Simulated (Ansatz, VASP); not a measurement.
One calculation of AlP, two programs

```xyz
2
Lattice="0.0000 2.7033 2.7033 2.7033 0.0000 2.7033 2.7033 2.7033 0.0000" Properties=species:S:1:pos:R:3 pbc="T T T"
Al    0.0000    0.0000    0.0000
P     4.0550    4.0550    4.0550
```

Alike in both runs: task single point; functional LDA; k mesh 8 × 8 × 8; no spin polarisation.

|  | VASP | Ansatz |
| --- | --- | --- |
| version | VASP 6.6.1 | Ansatz 0.2.0 |
| potentials or method | VASP PAW LDA potentials, release 64 (Al, P), cutoff 500 eV | all-electron LAPW, scalar-relativistic |
| occupations | gaussian, width 0.01 eV | fixed |

VASP gave:

```
gap on the k mesh at the Fermi level (eV) : 1.38
pressure (GPa)                            : 1.5
```

Problem. What did Ansatz give for the same quantities?

Solution. gap on the k mesh at the Fermi level (eV): 1.39; pressure (GPa): 1.4.

LDA's correlation is that of Perdew and Zunger in VASP and of Perdew and Wang (1992) in Ansatz. Ansatz ran all-electron here, and VASP with PAW potentials.
